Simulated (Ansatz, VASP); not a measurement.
# GaAs: VASP beside Ansatz

File POSCAR:

```
GaAs
1.0
    0.0000000000      2.8330850953      2.8330850953
    2.8330850953      0.0000000000      2.8330850953
    2.8330850953      2.8330850953      0.0000000000
Ga As
1 1
Direct
    0.0000000000      0.0000000000      0.0000000000
    0.2500000000      0.2500000000      0.2500000000
```

Contents of INCAR.step1:

```
SYSTEM = GaAs
PREC = Accurate ; ENCUT = 520
ISMEAR = 0 ; SIGMA = 0.01
LREAL = .False. ; LASPH = .True.
NELM = 100 ; NBANDS = 16
GGA = PE ; ALGO = Normal
EDIFF = 1E-4 ; LWAVE = .True.
LCHARG = .False.
```

File INCAR.step2:

```
SYSTEM = GaAs
PREC = Accurate ; ENCUT = 520
EDIFF = 1E-6 ; ISMEAR = 0
SIGMA = 0.01 ; LREAL = .False.
LASPH = .True. ; NELM = 100
ALGO = Normal ; ISIF = 2
LWAVE = .False. ; LCHARG = .False.
METAGGA = R2SCAN ; LMIXTAU = .True.
NBANDS = 16 ; ISTART = 1
```

Contents of KPOINTS:

```
regular mesh
0
Gamma
  8 8 8
  0 0 0
```

Input for Ansatz:

```yaml
crystal:
  lattice:
    - [0.0, 2.8330850953, 2.8330850953]
    - [2.8330850953, 0.0, 2.8330850953]
    - [2.8330850953, 2.8330850953, 0.0]
  atoms:
    - { symbol: Ga, position: [0.0, 0.0, 0.0] }
    - { symbol: As, position: [0.25, 0.25, 0.25] }
kpoints:
  mp_grid: { grid: [8, 8, 8] }
  band_path:
    path:
      - [0.0, 0.0, 0.0]
      - [-0.5, -0.5, 0.0]
      - [-0.375, -0.375, 0.25]
      - [-0.375, 0.0, 0.375]
      - [0.0, 0.0, 0.5]
      - [-0.5, -0.25, 0.25]
    npoints: 1
hamiltonian:
  xc: r2scan
scf:
  occupations: { method: fixed }
  n_extra_bands: 4
output:
  forces: true
  stress: true
  eigenvalues: true
```

Alike in both runs: task single point; functional r2SCAN; k mesh 8 × 8 × 8; no spin polarisation.

|  | VASP | Ansatz |
| --- | --- | --- |
| version | VASP 6.6.1 | Ansatz 0.2.0 |
| potentials or method | VASP PAW PBE potentials, release 64 (Ga_d, As) | plane waves, PAW |
| plane-wave cutoff (eV) | 520 | 500 |
| occupations | gaussian, width 0.01 eV | fixed |
| valence electrons in the cell | 18 | 28 |

VASP gave:

```
gap on the k mesh at the Fermi level (eV) : 0.94
pressure (GPa)                            : 0.1
```

Q: Which values does Ansatz return?

A: gap on the k mesh at the Fermi level (eV): 0.96; pressure (GPa): 0.0.

VASP's potentials were made for PBE, not for r2SCAN. VASP's potentials hold 18 valence electrons a cell and Ansatz's 28, so a difference there can come from the potentials and not from the codes.
